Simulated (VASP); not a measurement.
Input of a VASP 6.6.1 run:

The input INCAR:

```
SYSTEM = Sb
PREC = Accurate
ENCUT = 520
EDIFF = 1E-6
ISMEAR = 0
SIGMA = 0.15
LREAL = .False.
LASPH = .True.
NELM = 100
ALGO = Normal
ISIF = 2
LWAVE = .False.
LCHARG = .False.
GGA = PS
NBANDS = 8
```

The input KPOINTS:

```
Automatic mesh
0
Gamma
  16 16 16
  0 0 0
```

The input POSCAR:

```
Sb
1.0
    3.1600000000      0.0000000000      0.0000000000
    0.0000000000      3.1600000000      0.0355500000
    0.0000000000      0.0355500000      3.1600000000
Sb
1
Direct
    0.0000000000      0.0000000000      0.0000000000
```

Potentials or basis: VASP PAW PBE potentials, release 64 (Sb).

Launch:

```bash
$ cat potpaw_PBE.64/Sb/POTCAR > POTCAR
$ mpirun -np 1 vasp_std > vasp.out
```

Estimate the band gap on the k mesh.

zero (an odd number of electrons rules out a gap without spin polarisation).

Predict the pressure.

-4.9 GPa.

Stress tensor (GPa, compression positive):
```
-4.86  0.00  0.00
 0.00 -4.86 -0.36
 0.00 -0.36 -4.86
```

Caveat: the cell differs from its parent crystal (strain +0.0225 x Voigt [0, 0, 0, 1, 0, 0]); the cell stands under tension; the PAW data sets were made with another functional, which shifts forces and pressure a little; spin-orbit coupling is left out, which moves the levels of the heavy elements.
